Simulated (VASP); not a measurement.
# Sn12H (a cell with a defect) in VASP: single point with PBEsol

Aim: the single point of Sn12H (a cell with a defect) with PBEsol.

All numbers are computed with VASP 6.6.1; they aren't measurements. Logs are shortened: lines on timing, memory, paths and dates and some standing lists are left out, and cuts for length are marked.

### 1 The cell of the first run

The cell holds a defect, 13 atoms: a = 10.218 Å, b = 6.812 Å, c = 6.812 Å, α = 119.08°, β = 117.16°, γ = 93.29°.

### 2 Single point, PBEsol

INCAR reads:

```
SYSTEM = Sn12H
  PREC = Accurate
  ENCUT = 400
  EDIFF = 1E-6
  ISMEAR = -1
  SIGMA = 0.05
  LREAL = .False.
  LASPH = .True.
  NELM = 120
  ALGO = Normal
  ISIF = 2
  LWAVE = .False.
  LCHARG = .False.
  GGA = PS
  NBANDS = 96
  GGA_COMPAT = .False.
```

KPOINTS reads:

```
Automatic mesh
0
Gamma
  2 3 3
  0 0 0
```

POSCAR reads:

```
Sn12H
1.0
   -5.1796200000      5.3266500000      7.0150200000
    3.4530800000     -3.5511000000      4.6766800000
    3.4530800000      3.5511000000     -4.6766800000
Sn H
12 1
Direct
    0.0267723687      0.2340887586      0.1206308484
   -0.0414844171      0.0399697737      0.4163605692
   -0.0075417155      0.6260974137     -0.0108770547
   -0.0118834029      0.6471996694      0.5526123716
    0.3408750489     -0.1260974137      0.0108770547
    0.3452167362     -0.1471996694      0.4473876284
    0.3065609646      0.2659112414     -0.1206308484
    0.3748177504      0.4600302263      0.5836394308
    0.6437765193      0.0228530722      0.0351692946
    0.7155768499      0.0102314609      0.5796071202
    0.6895568140      0.4771469278     -0.0351692946
    0.6177564835      0.4897685391      0.4203928798
    0.1666666667      0.2500000000      0.0000000000
```

Potentials or basis: VASP PAW PBE potentials, release 64 (Sn_d, H).

Command:

```console
> cat potpaw_PBE.64/Sn_d/POTCAR potpaw_PBE.64/H/POTCAR > POTCAR
> mpirun -np 1 vasp_std > vasp.out
```

OUTCAR:

```text
SYSTEM = Sn12H
   PREC = Accurate
   ENCUT = 400
   EDIFF = 1E-6
   ISMEAR = -1
   LREAL = .False.
   LASPH = .True.
   NELM = 120
   ISIF = 2
   GGA = PS

 ion  position               nearest neighbor table
   1  0.027  0.234  0.121-  13 1.97  10 3.05   8 3.06   4 3.14   2 3.17   3 3.19   3 3.74
   2  0.959  0.040  0.416-   9 3.02   7 3.06   3 3.10   1 3.17  10 3.18   4 3.22  11 3.36   4 3.73

   3  0.992  0.626  0.989-   4 3.03   6 3.09   2 3.10  11 3.11   1 3.19  12 3.62  10 3.67   1 3.74

   4  0.988  0.647  0.553-   3 3.03   5 3.09   1 3.14   2 3.22  11 3.26  12 3.43   2 3.73
   5  0.341  0.874  0.011-   6 3.03   4 3.09   8 3.10   9 3.11   7 3.19  10 3.62  12 3.67   7 3.74
[... 5 lines left out ...]
   9  0.644  0.023  0.035-   2 3.02   5 3.11  12 3.11   6 3.26   8 3.36  11 3.39  10 3.46  10 3.48
                            11 3.60
  10  0.716  0.010  0.580-   1 3.05  12 3.10  11 3.11   2 3.18   6 3.43   9 3.46   9 3.48   5 3.62
                             3 3.67
  11  0.690  0.477  0.965-   8 3.02   3 3.11  10 3.11   4 3.26   2 3.36   9 3.39  12 3.46  12 3.48
                             9 3.60
  12  0.618  0.490  0.420-   7 3.05  10 3.10   9 3.11   8 3.18   4 3.43  11 3.46  11 3.48   3 3.62
                             5 3.67
  13  0.167  0.250  0.000-   7 1.97   1 1.97

  LATTYP: Found a triclinic cell.
 ALAT       =     8.9757810911
 B/A-ratio  =     1.1384220712
 C/A-ratio  =     1.6909092798
 COS(alpha) =     0.0070440424
 COS(beta)  =     0.6207171578
 COS(gamma) =     0.7484022099

  Lattice vectors:

 A1 = (  -1.7265400000,  -5.3266500000,  -7.0150200000)
 A2 = (   5.1796200000,  -5.3266500000,  -7.0150200000)
 A3 = ( -12.0857800000,  -8.8777500000,  -2.3383400000)

Analysis of symmetry for initial positions (statically):
=====================================================================
 Subroutine PRICEL returns:
 Original cell was already a primitive cell.

 Routine SETGRP: Setting up the symmetry group for a
 triclinic supercell.

 Subroutine GETGRP returns: Found  2 space group operations
 (whereof  1 operations were pure point group operations)
 out of a pool of  2 trial point group operations.

The static configuration has the point symmetry C_1 .
 The point group associated with its full space group is S_2 .

Analysis of symmetry for dynamics (positions and initial velocities):
=====================================================================
 Subroutine PRICEL returns:
 Original cell was already a primitive cell.

 Routine SETGRP: Setting up the symmetry group for a
 triclinic supercell.

 Subroutine GETGRP returns: Found  2 space group operations
 (whereof  1 operations were pure point group operations)
 out of a pool of  2 trial point group operations.

The dynamic configuration has the point symmetry C_1 .
 The point group associated with its full space group is S_2 .

 Subroutine INISYM returns: Found  2 space group operations
 (whereof  1 operations are pure point group operations),
 and found     1 'primitive' translations

----------------------------------------------------------------------------------------

                                     Primitive cell

  volume of cell :     344.0792

  direct lattice vectors                    reciprocal lattice vectors
    -5.179620000  5.326650000  7.015020000     0.000000000  0.093867628  0.071275634
     3.453080000 -3.551100000  4.676680000     0.144798267  0.000000000  0.106913451
     3.453080000  3.551100000 -4.676680000     0.144798267  0.140801442  0.000000000

  length of vectors
    10.218227301  6.812151534  6.812151534     0.117861561  0.179991734  0.201969265

  position of ions in fractional coordinates (direct lattice)
     0.026772369  0.234088759  0.120630848
     0.958515583  0.039969774  0.416360569
     0.992458285  0.626097414  0.989122945
     0.988116597  0.647199669  0.552612372
     0.340875049  0.873902586  0.010877055
     0.345216736  0.852800331  0.447387628
     0.306560965  0.265911241  0.879369152
     0.374817750  0.460030226  0.583639431
[... 54 lines left out ...]
|                                                                             |
|        The reciprocal lattice is triclinic,                                 |
|        whereas your k-lattice is face-centered orthorhombic.                |
|                                                                             |
|     Results are often still useful ...                                      |
|                                                                             |
 -----------------------------------------------------------------------------

 Subroutine IBZKPT returns following result:
 ===========================================

 Found     10 irreducible k-points:

 Following reciprocal coordinates:
            Coordinates               Weight
  0.000000  0.000000  0.000000      1.000000
  0.500000  0.000000 -0.000000      1.000000
  0.000000  0.333333  0.000000      2.000000
  0.500000  0.333333  0.000000      2.000000
  0.000000  0.000000  0.333333      2.000000
  0.500000  0.000000  0.333333      2.000000
  0.000000  0.333333  0.333333      2.000000
  0.500000  0.333333  0.333333      2.000000
  0.000000 -0.333333  0.333333      2.000000
  0.500000 -0.333333  0.333333      2.000000
   k-points           NKPTS =     10   k-points in BZ     NKDIM =     10   number of bands    NBANDS=     96
   number of dos      NEDOS =    301   number of ions     NIONS =     13
   total plane-waves  NPLWV = 161280
   dimension x,y,z NGX =    70 NGY =   48 NGZ =   48
   dimension x,y,z NGXF=   140 NGYF=   96 NGZF=   96
   ions per type =              12   1
   NGX,Y,Z   is equivalent  to a cutoff of  11.39, 11.71, 11.71 a.u.
   NGXF,Y,Z  is equivalent  to a cutoff of  22.78, 23.43, 23.43 a.u.
 SYSTEM =  Sn12H
   PREC   = accura    normal or accurate (medium, high low for compatibility)
   ISTART =      0    job   : 0-new  1-cont  2-samecut
   ICHARG =      2    charge: 1-file 2-atom 10-const
   ISPIN  =      1    spin polarized calculation?
   LNONCOLLINEAR =      F non collinear calculations
   LSORBIT =      F    spin-orbit coupling
   LASPH  =      T    aspherical Exc in radial PAW
   ENCUT  =  400.0 eV  29.40 Ry    5.42 a.u.  16.66 11.11 11.11*2*pi/ulx,y,z
   NELM   =    120;   NELMIN=  2; NELMDL= -5     # of ELM steps
   EDIFF  = 0.1E-05   stopping-criterion for ELM
   LREAL  =      F    real-space projection
   EDIFFG = 0.1E-04   stopping-criterion for IOM
   NSW    =      0    number of steps for IOM
   IBRION =     -1    ionic relax: 0-MD 1-quasi-New 2-CG
   NFREE  =      0    steps in history (QN), initial steepest desc. (CG)
   ISIF   =      2    stress and relaxation
   ISYM   =      2    0-nonsym 1-usesym 2-fastsym
   POTIM  = 0.5000    time-step for ionic-motion
   TEBEG  =    0.0;   TEEND  =   0.0 temperature during run
   PSTRESS=    0.0 pullay stress
   NELECT =     169.0000    total number of electrons
   NUPDOWN=      -1.0000    fix difference up-down
   EMIN   =  10.00;   EMAX   =-10.00  energy-range for DOS
   EFERMI =   0.00;   METHOD = LEGACY
   ISMEAR =    -1;   SIGMA  =   0.05  broadening in eV -4-tet -1-fermi 0-gaus
   EFERMI_NEDOS =   21; number of points for ismear=-14 and -15
   IALGO  =     38    algorithm
   IMIX   =      4    mixing-type and parameters
     AMIX     =   0.40;   BMIX     =  1.00
     AMIX_MAG =   1.60;   BMIX_MAG =  1.00
  volume/ion in A,a.u.               =      26.47       178.61
  Fermi-wavevector in a.u.,A,eV,Ry     =   1.291668  2.440899 22.700046  1.668406
  Thomas-Fermi vector in A             =   2.423424
   LORBIT       =      0    0 simple, 1 ext, 2 COOP (PROOUT), +10 PAW based schemes
   GGA     = PS    functional components
   LHFCALC =     F    Hartree Fock is set to
   AEXX    =    0.0000 exact exchange contribution
   IVDW    =     0    specifies the selected vdW correction
   LEPSILON=     F    determine dielectric tensor
   LRPA    =     F    only Hartree local field effects (RPA)
 non-spin polarized calculation
  energy-cutoff  :      400.00
  volume of cell :      344.08
 maximum number of plane-waves:      6272
 NGX is ok and might be reduce to    70
   NGX = 33   NGY = 23   NGZ = 23

 number of electron     169.0000001 magnetization

 Free energy of the ion-electron system (eV)
  ---------------------------------------------------
  ext. energy  EPLUGINS =         0.00000000
  ---------------------------------------------------
  free energy    TOTEN  =       -52.80164063 eV

  energy without entropy =      -52.76522146  energy(sigma->0) =      -52.78343105

 E-fermi :   7.2693     XC(G=0): -10.2383

 val. band max:        7.2666280403   @ k =   0.5000  -0.3333   0.3333
 cond. band min:       7.3667809298   @ k =   0.5000   0.3333   0.0000
 fundamental gap:      0.1001528895
 Fermi energy:         7.2692744046

 k-point     1 :       0.0000    0.0000    0.0000
  band No.  band energies     occupation
      1     -14.1935      2.00000
      2     -14.1842      2.00000
      3     -14.1667      2.00000
      4     -14.1472      2.00000
      5     -14.1441      2.00000
      6     -14.1408      2.00000
[... 979 lines left out ...]
     95      10.2673      0.00000
     96      10.3611      0.00000

------------------------ aborting loop because EDIFF is reached ----------------------------------------

  FORCE on cell =-STRESS in cart. coord.  units (eV):
  Direction    XX          YY          ZZ          XY          YZ          ZX
  --------------------------------------------------------------------------------------
  -------------------------------------------------------------------------------------
  Total       -3.1198791      1.0323697     -3.4133700      0.5856780      1.0460003     -1.0778669
  in kB      -14.5274672      4.8071470    -15.8940840      2.7271628      4.8706166     -5.0190009
  external PRESSURE =      -8.5381347 kB  Pullay stress =       0.0000000 kB

 VOLUME and BASIS-vectors are now :
 -----------------------------------------------------------------------------
  energy-cutoff  :      400.00
  volume of cell :      344.08
      direct lattice vectors                 reciprocal lattice vectors
    -5.179620000  5.326650000  7.015020000     0.000000000  0.093867628  0.071275634
     3.453080000 -3.551100000  4.676680000     0.144798267  0.000000000  0.106913451
     3.453080000  3.551100000 -4.676680000     0.144798267  0.140801442  0.000000000

 POSITION                                       TOTAL-FORCE (eV/Angst)
 -----------------------------------------------------------------------------------
      1.08620     -0.26029      0.71842        -0.006585     -0.014535     -0.012531
     -3.38900      6.44228      4.96375         0.000422     -0.011832      0.004217
      0.43693      6.57562      5.26436         0.011511     -0.002892     -0.007435
     -0.97502      4.92746      7.37401        -0.004510     -0.014830     -0.001722
      1.28961     -1.24897      6.42734        -0.011511      0.002892      0.007435
      2.70156      0.39919      4.31769         0.004510      0.014830      0.001722
      2.36688      3.81139     -0.71842         0.006585      0.014535      0.012531
      1.66246      2.43547      2.05127        -0.000422      0.011832     -0.004217
     -3.13416      3.47291      4.45851         0.003220     -0.004388      0.006767
     -1.66966      5.83354      2.35700        -0.006689      0.012707     -0.007768
      1.40762      5.40484      2.55651        -0.003220      0.004388     -0.006767
     -0.05688      3.04421      4.65802         0.006689     -0.012707      0.007768
     -0.00000      0.00000      2.33834         0.000000      0.000000      0.000000
 -----------------------------------------------------------------------------------
    total drift:                                0.000055      0.000066     -0.000012

  FREE ENERGIE OF THE ION-ELECTRON SYSTEM (eV)
  ---------------------------------------------------
  free  energy   TOTEN  =       -52.8016406334 eV

  energy  without entropy=      -52.7652214612  energy(sigma->0) =      -52.78343105
```

Wall time 3.7 min (1 thread of Intel Xeon Platinum 8375C at 2.90GHz (Ice Lake), shared host); peak memory 0.47 GiB.

What came out:

```yaml
Free_energy: -52.8016 eV
Pressure: -0.9 GPa
Largest_force: 0.020 eV/Å
Band_gap_on_the_k_mesh: zero (an odd number of electrons rules out a gap without spin polarisation)
```

Forces in eV/Å, atoms in the order of the input:
```
Sn  -0.007 -0.015 -0.013
Sn   0.000 -0.012  0.004
Sn   0.012 -0.003 -0.007
Sn  -0.005 -0.015 -0.002
Sn  -0.012  0.003  0.007
Sn   0.005  0.015  0.002
Sn   0.007  0.015  0.013
Sn   0.000  0.012 -0.004
Sn   0.003 -0.004  0.007
Sn  -0.007  0.013 -0.008
Sn  -0.003  0.004 -0.007
Sn   0.007 -0.013  0.008
H    0.000  0.000  0.000
```

Stress tensor (GPa, compression positive):
```
-1.45  0.27 -0.50
 0.27  0.48  0.49
-0.50  0.49 -1.59
```

Caveat: the k points lie up to 0.38 Å⁻¹ apart, too coarse for converged energies and pressures of a metal; the PAW data sets were made with another functional, which shifts forces and pressure a little; spin-orbit coupling is left out, which moves the levels of the heavy elements.

The gap in the log of VASP goes by the Fermi energy; the results here count the filled bands.